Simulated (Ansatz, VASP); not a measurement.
Rh: VASP beside Ansatz

```
Rh
1.0
     2.69623    0.00000    0.00000
    -1.34812    2.33501    0.00000
     0.00000    0.00000    4.21017
Rh
2
Direct
  0.66667 0.33333 0.75000
  0.33333 0.66667 0.25000
```

Alike in both runs: task single point; functional PBE; k mesh 21 × 21 × 12; occupations gaussian, width 0.15 eV; no spin polarisation.

|  | VASP | Ansatz |
| --- | --- | --- |
| version | VASP 6.6.1 | Ansatz 0.2.0 |
| potentials or method | VASP PAW PBE potentials, release 64 (Rh_pv), cutoff 520 eV | scalar-relativistic, plane waves, PAW |
| valence electrons in the cell | 30 | 34 |

|  | VASP | Ansatz | Ansatz less VASP |
| --- | --- | --- | --- |
| gap on the k mesh at the Fermi level (eV) | none | none | - |
| pressure (GPa) | 19.2 | 19.2 | +0.02 |
| traceless stress, the component that is largest in VASP (GPa) | 7.48 | 7.47 | -0.007 |

A gap of «none» marks a metal or a gap that the smearing closes. VASP's potentials hold 30 valence electrons a cell and Ansatz's 34, so a difference there can come from the potentials and not from the codes.
